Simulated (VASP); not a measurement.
A run of VASP 6.6.1:

Contents of INCAR:

```
PREC     = Accurate       # precision mode
ENCUT    = 600            # plane-wave cutoff, eV
EDIFF    = 1E-6           # SCF threshold, eV
ISMEAR   = -1             # smearing method
SIGMA    = 0.1            # smearing width, eV
LREAL    = F              # projectors in reciprocal space
LASPH    = T              # aspherical terms in the spheres
NELM     = 80             # most SCF steps
ALGO     = Normal         # electronic algorithm
ISIF     = 3              # what is computed and relaxed
LWAVE    = F              # write WAVECAR
LCHARG   = F              # write CHGCAR
GGA      = PE             # functional
IBRION   = 2              # ionic algorithm
NSW      = 60             # ionic steps
EDIFFG   = -0.005         # ionic threshold
PSTRESS  = 170.0
```

KPOINTS

```
Automatic mesh
0
Gamma
  13 13 13
```

Contents of POSCAR:

```
SnTe
1.0
    0.0000000000      2.9493917941      2.9493917941
    2.9493917941      0.0000000000      2.9493917941
    2.9493917941      2.9493917941      0.0000000000
Sn Te
1 1
Direct
    0.0000000000      0.0000000000      0.0000000000
    0.5000000000      0.5000000000      0.5000000000
```

Potentials or basis: VASP PAW PBE potentials, release 64 (Sn_d, Te).

The run is started by

```sh
$ cat potpaw_PBE.64/Sn_d/POTCAR potpaw_PBE.64/Te/POTCAR > POTCAR
$ mpirun -np 1 vasp_std > vasp.out
```

Hardware: 1 thread of AMD EPYC 9R45 96-Core Processor (Zen 5), on a shared host.

Q: How long does it take, and how much memory?

A: It took 100 s on 1 thread of AMD EPYC 9R45 96-Core Processor (Zen 5) (shared host), peak memory 0.23 GiB. Counts: scf iterations 23, k points 84, ion steps 3.
